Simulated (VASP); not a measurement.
# Fe (Im-3m) in VASP: a series of runs

Runs on Fe. Level: PBE. Tasks: electric field gradients.

All numbers are computed with VASP 6.6.1; they aren't measurements. Logs are shortened: lines on timing, memory, paths and dates and some standing lists are left out, and cuts for length are marked.

### Step 1. The cell of the first run

It takes space group Im-3m (No. 229, cubic). Conventional cell: a = 2.831 Å, b = 2.831 Å, c = 2.831 Å, α = 90.00°, β = 90.00°, γ = 90.00°. Fe (site symmetry m-3m) has 14 Fe at 2.45 to 2.83 Å within 3.2 Å.

### Step 2. Electric field gradients, PBE, collinear spin, ferromagnetic start

INCAR

```
ALGO = Normal
EDIFF = 1E-8
ENCUT = 520
GGA = PE
ISIF = 2
ISMEAR = 0
ISPIN = 2
LASPH = True
LCHARG = False
LEFG = True
LMAXMIX = 4
LORBIT = 11
LREAL = False
LWAVE = False
MAGMOM = 2.43
NBANDS = 14
NELM = 150
PREC = Accurate
SIGMA = 0.05
```

KPOINTS

```
k-points
0
Gamma
  22 22 22
```

POSCAR

```
Fe
1.0
   -1.4155932729      1.4155932729      1.4155932729
    1.4155932729     -1.4155932729      1.4155932729
    1.4155932729      1.4155932729     -1.4155932729
Fe
1
Direct
    0.0000000000      0.0000000000      0.0000000000
```

Potentials or basis: VASP PAW PBE potentials, release 64 (Fe).

On the command line:

```console
$ cat potpaw_PBE.64/Fe/POTCAR > POTCAR
$ mpirun -np 1 vasp_std > vasp.out
```

OUTCAR:

```text
EDIFF = 1E-8
   ENCUT = 520
   GGA = PE
   ISIF = 2
   ISMEAR = 0
   ISPIN = 2
   LASPH = True
   LORBIT = 11
   LREAL = False
   NELM = 150
   PREC = Accurate

 ion  position               nearest neighbor table
   1  0.000  0.000  0.000-

  LATTYP: Found a body centered cubic cell.
 ALAT       =     2.8311865458

  Lattice vectors:

 A1 = (  -1.4155932729,   1.4155932729,   1.4155932729)
 A2 = (   1.4155932729,  -1.4155932729,   1.4155932729)
 A3 = (   1.4155932729,   1.4155932729,  -1.4155932729)

Analysis of symmetry for initial positions (statically):
=====================================================================
 Subroutine PRICEL returns:
 Original cell was already a primitive cell.

 Routine SETGRP: Setting up the symmetry group for a
 body centered cubic supercell.

 Subroutine GETGRP returns: Found 48 space group operations
 (whereof 48 operations were pure point group operations)
 out of a pool of 48 trial point group operations.

The static configuration has the point symmetry O_h .

Analysis of symmetry for dynamics (positions and initial velocities):
=====================================================================
 Subroutine PRICEL returns:
 Original cell was already a primitive cell.

 Routine SETGRP: Setting up the symmetry group for a
 body centered cubic supercell.

 Subroutine GETGRP returns: Found 48 space group operations
 (whereof 48 operations were pure point group operations)
 out of a pool of 48 trial point group operations.

The dynamic configuration has the point symmetry O_h .

Analysis of structural, dynamic, and magnetic symmetry:
=====================================================================
 Subroutine PRICEL returns:
 Original cell was already a primitive cell.

 Routine SETGRP: Setting up the symmetry group for a
 body centered cubic supercell.

 Subroutine GETGRP returns: Found 48 space group operations
 (whereof 48 operations were pure point group operations)
 out of a pool of 48 trial point group operations.

The overall configuration has the point symmetry O_h .

 Subroutine INISYM returns: Found 48 space group operations
 (whereof 48 operations are pure point group operations),
 and found     1 'primitive' translations

----------------------------------------------------------------------------------------

                                     Primitive cell

  volume of cell :      11.3469

  direct lattice vectors                    reciprocal lattice vectors
    -1.415593273  1.415593273  1.415593273     0.000000000  0.353208799  0.353208799
     1.415593273 -1.415593273  1.415593273     0.353208799  0.000000000  0.353208799
     1.415593273  1.415593273 -1.415593273     0.353208799  0.353208799  0.000000000

  length of vectors
     2.451879472  2.451879472  2.451879472     0.499512674  0.499512674  0.499512674

  position of ions in fractional coordinates (direct lattice)
     0.000000000  0.000000000  0.000000000

  ion indices of the primitive-cell ions
   primitive index   ion index
                 1           1

----------------------------------------------------------------------------------------

 KPOINTS: k-points

Automatic generation of k-mesh.
 Grid dimensions read from file:
 generate k-points for:   22   22   22

 Generating k-lattice:

  Cartesian coordinates                     Fractional coordinates (reciprocal lattice)
     0.000000000  0.016054945  0.016054945     0.045454545  0.000000000  0.000000000
     0.016054945  0.000000000  0.016054945     0.000000000  0.045454545  0.000000000
     0.016054945  0.016054945  0.000000000     0.000000000  0.000000000  0.045454545

  Length of vectors
     0.022705122  0.022705122  0.022705122

  Shift w.r.t. Gamma in fractional coordinates (k-lattice)
     0.000000000  0.000000000  0.000000000

[... 56 lines left out ...]
   ISIF   =      2    stress and relaxation
   ISYM   =      2    0-nonsym 1-usesym 2-fastsym
   POTIM  = 0.5000    time-step for ionic-motion
   TEBEG  =    0.0;   TEEND  =   0.0 temperature during run
   PSTRESS=    0.0 pullay stress
   NELECT =       8.0000    total number of electrons
   NUPDOWN=      -1.0000    fix difference up-down
   EMIN   =  10.00;   EMAX   =-10.00  energy-range for DOS
   EFERMI =   0.00;   METHOD = LEGACY
   ISMEAR =     0;   SIGMA  =   0.05  broadening in eV -4-tet -1-fermi 0-gaus
   EFERMI_NEDOS =   21; number of points for ismear=-14 and -15
   IALGO  =     38    algorithm
   IMIX   =      4    mixing-type and parameters
     AMIX     =   0.40;   BMIX     =  1.00
     AMIX_MAG =   1.60;   BMIX_MAG =  1.00
  volume/ion in A,a.u.               =      11.35        76.57
  Fermi-wavevector in a.u.,A,eV,Ry     =   1.457068  2.753458 28.885791  2.123046
  Thomas-Fermi vector in A             =   2.573912
   LORBIT       =     11    0 simple, 1 ext, 2 COOP (PROOUT), +10 PAW based schemes
   GGA     = PE    functional components
   LHFCALC =     F    Hartree Fock is set to
   AEXX    =    0.0000 exact exchange contribution
   IVDW    =     0    specifies the selected vdW correction
   LEPSILON=     F    determine dielectric tensor
   LRPA    =     F    only Hartree local field effects (RPA)
 spin polarized calculation
 Gauss-broadening in eV      SIGMA  =   0.05
  energy-cutoff  :      520.00
  volume of cell :       11.35
 maximum number of plane-waves:       321
   NGX =  9   NGY =  9   NGZ =  9

 number of electron       8.0000009 magnetization       2.1765271

 Free energy of the ion-electron system (eV)
  ---------------------------------------------------
  ext. energy  EPLUGINS =         0.00000000
  ---------------------------------------------------
  free energy    TOTEN  =        -8.24327976 eV

  energy without entropy =       -8.24220825  energy(sigma->0) =       -8.24274401

 E-fermi :   5.8193     XC(G=0): -13.1246

 val. band max:        5.8180809959   @ k =  -0.1364   0.1364   0.0909
 cond. band min:       5.8212716619   @ k =  -0.4545   0.5000   0.4091
 fundamental gap:      0.0031906660
 Fermi energy:         5.8192550344

 spin component 1

 k-point     1 :       0.0000    0.0000    0.0000
  band No.  band energies     occupation
      1      -2.6058      1.00000
      2       3.5353      1.00000
      3       3.5353      1.00000
      4       3.5353      1.00000
      5       4.7402      1.00000
      6       4.7402      1.00000
      7      30.8671      0.00000
      8      30.8671      0.00000
      9      30.8671      0.00000
     10      35.9560      0.00000
     11      35.9560      0.00000
     12      38.2715      0.00000
     13      38.2715      0.00000
     14      38.2715      0.00000
[... 379 lines left out ...]
      3       3.3058      1.00000
      4       4.4118      1.00000
      5       4.4854      1.00000
      6       4.8270      1.00000
      7      24.8801      0.00000
      8      26.5841      0.00000
      9      30.5472      0.00000
     10      31.2325      0.00000
     11      34.8473      0.00000
     12      36.2194      0.00000
     13      40.1772      0.00000
     14      40.3347      0.00000

 [... further k-points ...]

 spin component 2

 k-point     1 :       0.0000    0.0000    0.0000
  band No.  band energies     occupation
      1      -2.4349      1.00000
      2       5.4222      1.00000
      3       5.4223      1.00000
      4       5.4223      1.00000
      5       7.4876      0.00000
      6       7.4878      0.00000
      7      30.6221      0.00000
      8      30.6221      0.00000
      9      30.6221      0.00000
     10      36.1635      0.00000
     11      36.1635      0.00000
     12      38.9203      0.00000
     13      38.9203      0.00000
     14      38.9203      0.00000
[... 379 lines left out ...]
      3       5.1385      1.00000
      4       6.3626      0.00000
      5       7.1004      0.00000
      6       7.5809      0.00000
      7      25.2852      0.00000
      8      26.9073      0.00000
      9      31.0063      0.00000
     10      31.4478      0.00000
     11      35.1765      0.00000
     12      36.7912      0.00000
     13      40.5745      0.00000
     14      40.7208      0.00000

 [... further k-points ...]
[... 5 lines left out ...]
  --------------------------------------------------------------------------------------
  -------------------------------------------------------------------------------------
  Total       -0.0210952     -0.0210952     -0.0210952      0.0000000     -0.0000000     -0.0000000
  in kB       -2.9786384     -2.9786384     -2.9786384      0.0000000     -0.0000000     -0.0000000
  external PRESSURE =      -2.9786384 kB  Pullay stress =       0.0000000 kB

 VOLUME and BASIS-vectors are now :
 -----------------------------------------------------------------------------
  energy-cutoff  :      520.00
  volume of cell :       11.35
      direct lattice vectors                 reciprocal lattice vectors
    -1.415593273  1.415593273  1.415593273     0.000000000  0.353208799  0.353208799
     1.415593273 -1.415593273  1.415593273     0.353208799  0.000000000  0.353208799
     1.415593273  1.415593273 -1.415593273     0.353208799  0.353208799  0.000000000

 POSITION                                       TOTAL-FORCE (eV/Angst)
 -----------------------------------------------------------------------------------
      0.00000      0.00000      0.00000         0.000000     -0.000000     -0.000000
 -----------------------------------------------------------------------------------
    total drift:                                0.000000     -0.000000      0.000000

  FREE ENERGIE OF THE ION-ELECTRON SYSTEM (eV)
  ---------------------------------------------------
  free  energy   TOTEN  =        -8.2432797624 eV

  energy  without entropy=       -8.2422082492  energy(sigma->0) =       -8.24274401

 Electric field gradients (V/A^2)
---------------------------------------------------------------------
 ion       V_xx      V_yy      V_zz      V_xy      V_xz      V_yz
---------------------------------------------------------------------
   1      -0.000    -0.000    -0.000     0.001     0.001     0.001
---------------------------------------------------------------------

 Electric field gradients after diagonalization (V/A^2)
 (convention: |V_zz| > |V_xx| > |V_yy|)
----------------------------------------------------------------------
 ion       V_xx      V_yy      V_zz     asymmetry (V_yy - V_xx)/ V_zz
----------------------------------------------------------------------
   1      -0.001    -0.001     0.002       0.000
----------------------------------------------------------------------

           NMR quadrupolar parameters

 Cq : quadrupolar parameter    Cq=e*Q*V_zz/h
 eta: asymmetry parameters     (V_yy - V_xx)/ V_zz
 Q  : nuclear electric quadrupole moment in mb (millibarn)
----------------------------------------------------------------------
 ion       Cq(MHz)       eta       Q (mb)
----------------------------------------------------------------------
   1       0.000       0.000       1.000
----------------------------------------------------------------------

 total charge

# of ion       s       p       d       tot
------------------------------------------
    1        0.488   0.542   6.240   7.270

 magnetization (x)

# of ion       s       p       d       tot
------------------------------------------
    1       -0.013  -0.054   2.239   2.173
```

Run time: 4.8 min. Hardware: 1 thread of AMD EPYC 7R13, shared host; peak memory 0.16 GiB.

What came out:

```
Free energy                                           : -8.2433 eV
Pressure                                              : -0.3 GPa
Net moment                                            : 2.18 μB per cell
Site moments                                          : Fe +2.17 μB
Valence electrons inside the program's atomic spheres : Fe 7.27
```

Caveat: without QUAD_EFG the Cq values of the log hold for a quadrupole moment of 1 mb, not for the nuclei.

### Step 3. Electric field gradients, PBE, collinear spin, ferromagnetic start

This run uses another cell than the first one, of 12.02 Å³/atom, 1.059 times its volume.

INCAR

```
PREC     = Accurate       # precision mode
ENCUT    = 520            # plane-wave cutoff, eV
EDIFF    = 1E-8           # SCF threshold, eV
ISMEAR   = 0              # smearing method
SIGMA    = 0.05           # smearing width, eV
LREAL    = F              # projectors in reciprocal space
LASPH    = T              # aspherical terms in the spheres
NELM     = 150            # most SCF steps
ALGO     = Fast           # electronic algorithm
ISIF     = 2              # what is computed and relaxed
LWAVE    = F              # write WAVECAR
LCHARG   = F              # write CHGCAR
ISPIN    = 2              # spin polarisation
MAGMOM   = 2.43           # initial moments
LORBIT   = 11             # projections on sites
LMAXMIX  = 4              # l up to which the mixer works
GGA      = PE             # functional
LEFG     = T            
NBANDS   = 14             # bands
```

KPOINTS

```
regular mesh
0
Gamma
  22 22 22
```

POSCAR

```
Fe
1.0
   -1.4430000000      1.4430000000      1.4430000000
    1.4430000000     -1.4430000000      1.4430000000
    1.4430000000      1.4430000000     -1.4430000000
Fe
1
Direct
    0.0000000000      0.0000000000      0.0000000000
```

Potentials or basis: VASP PAW PBE potentials, release 64 (Fe).

On the command line:

```console
$ cat potpaw_PBE.64/Fe/POTCAR > POTCAR
$ mpirun -np 1 vasp_std > vasp.out
```

OUTCAR:

```text
PREC = Accurate
   ENCUT = 520
   EDIFF = 1E-8
   ISMEAR = 0
   LREAL = F
   LASPH = T
   NELM = 150
   ISIF = 2
   ISPIN = 2
   LORBIT = 11
   GGA = PE

 ion  position               nearest neighbor table
   1  0.000  0.000  0.000-

  LATTYP: Found a body centered cubic cell.
 ALAT       =     2.8860000000

  Lattice vectors:

 A1 = (  -1.4430000000,   1.4430000000,   1.4430000000)
 A2 = (   1.4430000000,  -1.4430000000,   1.4430000000)
[... 1047 lines left out ...]
  free  energy   TOTEN  =        -8.2216409101 eV

  energy  without entropy=       -8.2201721450  energy(sigma->0) =       -8.22090653

 Electric field gradients (V/A^2)
---------------------------------------------------------------------
 ion       V_xx      V_yy      V_zz      V_xy      V_xz      V_yz
---------------------------------------------------------------------
   1      -0.000     0.000     0.000    -0.002    -0.002    -0.002
---------------------------------------------------------------------

 Electric field gradients after diagonalization (V/A^2)
 (convention: |V_zz| > |V_xx| > |V_yy|)
----------------------------------------------------------------------
 ion       V_xx      V_yy      V_zz     asymmetry (V_yy - V_xx)/ V_zz
----------------------------------------------------------------------
   1       0.002     0.002    -0.003       0.000
----------------------------------------------------------------------

           NMR quadrupolar parameters

 Cq : quadrupolar parameter    Cq=e*Q*V_zz/h
 eta: asymmetry parameters     (V_yy - V_xx)/ V_zz
 Q  : nuclear electric quadrupole moment in mb (millibarn)
----------------------------------------------------------------------
 ion       Cq(MHz)       eta       Q (mb)
----------------------------------------------------------------------
   1      -0.000       0.000       1.000
----------------------------------------------------------------------

 total charge

# of ion       s       p       d       tot
------------------------------------------
    1        0.464   0.491   6.203   7.158

 magnetization (x)

# of ion       s       p       d       tot
------------------------------------------
    1       -0.014  -0.053   2.370   2.304
```

stdout:

```text
POSCAR found type information on POSCAR Fe
[... 58 lines left out ...]
 num prob  num prob  num prob  num prob  num prob  num prob  num prob  num prob  num prob  num prob  num prob  num prob  num prob  num prob  num prob  num prob  num prob  num prob  num prob  num prob  num prob  num prob  num prob  num prob  num prob  num prob  num prob  num prob  num prob  num prob  num prob  num prob  num prob  num prob  num prob  num prob  num prob  num prob  num prob  num prob  num prob  num prob  num prob  num prob  num prob  num prob  num prob  num prob  num prob  num prob  num prob  num prob  num prob  num prob  num prob  num prob  num prob  num prob  num prob  num prob  num prob  num prob  num prob  num prob  num prob  num prob  num prob  num prob  num prob  num prob  num pro
```

Run time: 7.9 min. Hardware: 1 thread of AMD EPYC 7R13, shared host; peak memory 0.17 GiB.

What came out:

| Quantity | Value |
| --- | --- |
| Free energy | -8.2216 eV |
| Pressure | -9.2 GPa |
| Net moment | 2.30 μB per cell |
| Site moments | Fe +2.30 μB |
| Valence electrons inside the program's atomic spheres | Fe 7.16 |

Levels at points of the mesh, in eV from the Fermi level:
Spin up:
```tsv
k point	band 1	band 2	band 3	band 4	band 5	band 6	band 7	band 8	band 9	band 10
(0.00, 0.00, 0.00)	-8.06	-2.17	-2.17	-2.17	-1.06	-1.06	24.51	24.51	24.51	29.25
(0.50, 0.00, 0.00)	-4.59	-3.16	-1.00	-0.89	0.29	0.58	6.90	17.93	19.39	22.70
(0.50, 0.50, 0.50)	-4.49	-4.49	0.05	0.05	0.05	9.59	9.59	9.59	15.12	15.12
```
Spin down:
```tsv
k point	band 1	band 2	band 3	band 4	band 5	band 6	band 7
(0.00, 0.00, 0.00)	-7.90	-0.15	-0.15	-0.15	1.77	1.77	24.24
(0.50, 0.00, 0.00)	-3.26	-1.34	0.67	1.63	2.00	2.64	8.32
(0.50, 0.50, 0.50)	-2.60	-2.60	2.36	2.36	2.36	9.86	9.86
```

Caveat: without QUAD_EFG the Cq values of the log hold for a quadrupole moment of 1 mb, not for the nuclei.
